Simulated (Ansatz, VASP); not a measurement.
## Two plane-wave programs on Ca4AlO

```
Ca Al O
1.0
    -3.47625    3.47625    3.42276
     3.47625   -3.47625    3.42276
     3.47625    3.47625   -3.42276
Ca Al O
4 1 1
Cartesian
  4.8140 1.3378 1.7114
  2.1385 -1.3378 1.7114
  1.3378 2.1385 1.7114
  -1.3378 4.8140 1.7114
  0.0000 0.0000 3.4228
  0.0000 0.0000 0.0000
```

Change from the starting cell: species swapped into the Hf4AlSi type (I422, No. 97).

Alike in both runs: functional PBE; k mesh 8 × 8 × 8; occupations gaussian, width 0.1 eV; no spin polarisation.

Ansatz relaxed the structure, and its values are those at the end. VASP's run is a single point on that final structure, the one shown.

|  | VASP | Ansatz |
| --- | --- | --- |
| version | VASP 6.6.1 | Ansatz 0.2.0 |
| potentials or method | VASP PAW PBE potentials, release 64 (Ca_sv, Al, O), cutoff 520 eV | scalar-relativistic, plane waves, PAW |
| valence electrons in the cell | 49 | 49 |

```tsv
	VASP	Ansatz	Ansatz less VASP
gap on the k mesh at the Fermi level (eV)	none	none	-
pressure (GPa)	0.0	0.0	-0.04
```

A gap of «none» marks a metal or a gap that the smearing closes.
